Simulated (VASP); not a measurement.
Runs of VASP 6.6.1 on BiTe. The structure is that of space group Fm-3m (No. 225), or close to it. The cells are those of the table. 

| cell | gap on the mesh (eV) | pressure (GPa) |
| --- | --- | --- |
| a = 4.506 Å, angles 60.0°, 2 atoms | none | 3.2 |
| a = 4.712 Å, angles 60.0°, 2 atoms | none | -3.0 |
| a = 4.542, b = 4.542, c = 4.438 Å, angles 60.8, 60.8, 58.5°, 2 atoms | none | 3.5 |
| a = 4.438 Å, angles 60.0°, 2 atoms | none | (a) |
| a = 4.472, b = 4.472, c = 4.506 Å, angles 59.7, 59.7, 60.5°, 2 atoms | none | (c) |
| a = 4.472, b = 4.472, c = 4.438 Å, angles 60.3, 60.3, 59.5°, 2 atoms | none | (b) |
| a = 4.644 Å, angles 60.0°, 2 atoms | none | -1.3 |
| a = 4.507, b = 4.507, c = 4.438 Å, angles 60.5, 60.5, 59.0°, 2 atoms | none | 4.3 |

Alike in all rows: task single point; level PBE; potentials or basis VASP PAW PBE potentials, release 64 (Bi_d, Te); no spin polarisation; k mesh 14 × 14 × 14; cutoff (eV) 520; smearing gaussian 0.15 eV.

Estimate the missing entries.

(a) 6.4; (b) 5.3; (c) 4.2.

Caveats: spin-orbit coupling is left out, which moves the levels of the heavy elements.

A k mesh can miss the band edges, and the runs leave out spin-orbit coupling on Bi, Te.

A gap of «none» marks levels without a gap at the run's occupations.
